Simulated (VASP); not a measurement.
Set up this calculation in VASP 6.6.1, as the native input.

```
Task                   : single point
Functional             : PBEsol
Potentials or basis    : VASP PAW PBE potentials, release 64 (Mo_sv)
Cutoff                 : 520 eV
k mesh                 : 9 × 9 × 9
Occupations            : methfessel-paxton, width 0.1 eV
Spin                   : no spin polarisation
Dipole correction      : no
Further INCAR settings : ALGO = Normal; EDIFF = 1e-07; NBANDS = 13
```

The structure of Mo lies in POSCAR:

```
Mo
1.0
   -1.5640404829      1.5640404829      1.5640404829
    1.5640404829     -1.5640404829      1.5640404829
    1.5640404829      1.5640404829     -1.5640404829
Mo
1
Direct
    0.0000000000      0.0000000000      0.0000000000
```

One way to write it, as run:

INCAR

```
SYSTEM = Mo
ALGO     = Normal         ! electronic algorithm
EDIFF    = 1E-7           ! SCF threshold, eV
ENCUT    = 520            ! plane-wave cutoff, eV
GGA      = PS             ! functional
ISIF     = 2              ! what is computed and relaxed
ISMEAR   = 1              ! smearing method
LASPH    = .True.         ! aspherical terms in the spheres
LCHARG   = .True.         ! write CHGCAR
LELF     = .True.         ! ELF
LREAL    = .False.        ! projectors in reciprocal space
LVHAR    = .True.       
LWAVE    = .False.        ! write WAVECAR
NBANDS   = 13             ! bands
NELM     = 80             ! most SCF steps
PREC     = Accurate       ! precision mode
SIGMA    = 0.1            ! smearing width, eV
```

KPOINTS

```
k-points
0
Gamma
  9 9 9
  0 0 0
```

Potentials or basis: VASP PAW PBE potentials, release 64 (Mo_sv).

The run is started by

```console
$ cat potpaw_PBE.64/Mo_sv/POTCAR > POTCAR
$ mpirun -np 1 vasp_std > vasp.out
```

Results of the run:

```yaml
Pressure: 0.6 GPa
Band_gap_on_the_k_mesh: zero (band 7 reaches 16.18 eV, above the bottom of band 8 at 11.39 eV)
```

Caveat: the PAW data sets were made with another functional, which shifts forces and pressure a little.

Run time: 4.1 s on 1 thread of Intel Xeon 6975P-C (shared host), peak memory 0.12 GiB.
